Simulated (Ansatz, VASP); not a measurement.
## Pt3PbC: VASP beside Ansatz

The input POSCAR:

```
Pt3PbC
1.0
    4.2693250921      0.0000000000      0.0000000000
    0.0000000000      4.2693250921      0.0000000000
    0.0000000000      0.0000000000      4.2693250921
Pt Pb C
3 1 1
Direct
    0.0000000000      0.5000000000      0.5000000000
    0.5000000000      0.5000000000      0.0000000000
    0.5000000000      0.0000000000      0.5000000000
    0.0000000000      0.0000000000      0.0000000000
    0.5000000000      0.5000000000      0.5000000000
```

The input INCAR.step1:

```
PREC = Accurate
ENCUT = 520
ISMEAR = 0
SIGMA = 0.15
LREAL = F
LASPH = T
NELM = 100
NBANDS = 32
GGA = PE
ALGO = Normal
EDIFF = 1E-4
LWAVE = T
LCHARG = F
```

File INCAR.step2:

```
PREC = Accurate
ENCUT = 520
EDIFF = 1E-7
ISMEAR = 0
SIGMA = 0.15
LREAL = F
LASPH = T
NELM = 100
ALGO = Normal
ISIF = 2
LWAVE = F
LCHARG = F
METAGGA = R2SCAN
LMIXTAU = T
NBANDS = 32
ISTART = 1
```

KPOINTS

```
Automatic mesh
0
Gamma
  5 5 5
```

Input for Ansatz:

```yaml
crystal:
  lattice:
    - [4.269325092065107, 0.0, 0.0]
    - [0.0, 4.269325092065107, 0.0]
    - [0.0, 0.0, 4.269325092065107]
  atoms:
    - { symbol: Pt, position: [0.0, 0.5, 0.5] }
    - { symbol: Pt, position: [0.5, 0.5, 0.0] }
    - { symbol: Pt, position: [0.5, 0.0, 0.5] }
    - { symbol: Pb, position: [0.0, 0.0, 0.0] }
    - { symbol: C, position: [0.5, 0.5, 0.5] }
accuracy: medium
kpoints:
  mp_grid:
    grid: [5, 5, 5]
hamiltonian:
  xc: r2scan
  pseudopotentials:
    kind: nc
scf:
  max_iter: 150
  mixing:
    algorithm: anderson
    preconditioner: kerker_dos
  occupations:
    method: gaussian
    width: 0.15
output:
  stress: true
```

Alike in both runs: task single point; functional r2SCAN; k mesh 5 × 5 × 5; occupations gaussian, width 0.15 eV; no spin polarisation.

|  | VASP | Ansatz |
| --- | --- | --- |
| version | VASP 6.6.1 | Ansatz 0.2.0 |
| potentials or method | VASP PAW PBE potentials, release 64 (Pt, Pb_d, C) | plane waves, norm-conserving potentials |
| plane-wave cutoff (eV) | 520 | 1200 |
| valence electrons in the cell | 48 | 72 |

|  | VASP | Ansatz | Ansatz less VASP |
| --- | --- | --- | --- |
| pressure (GPa) | 6.8 | 6.3 | -0.55 |

VASP's potentials were made for PBE, not for r2SCAN. With one functional, cell and mesh, what is left measures potentials, basis and numerics. VASP's potentials hold 48 valence electrons a cell and Ansatz's 72, so a difference there can come from the potentials and not from the codes.

Neither program's run includes spin-orbit coupling.
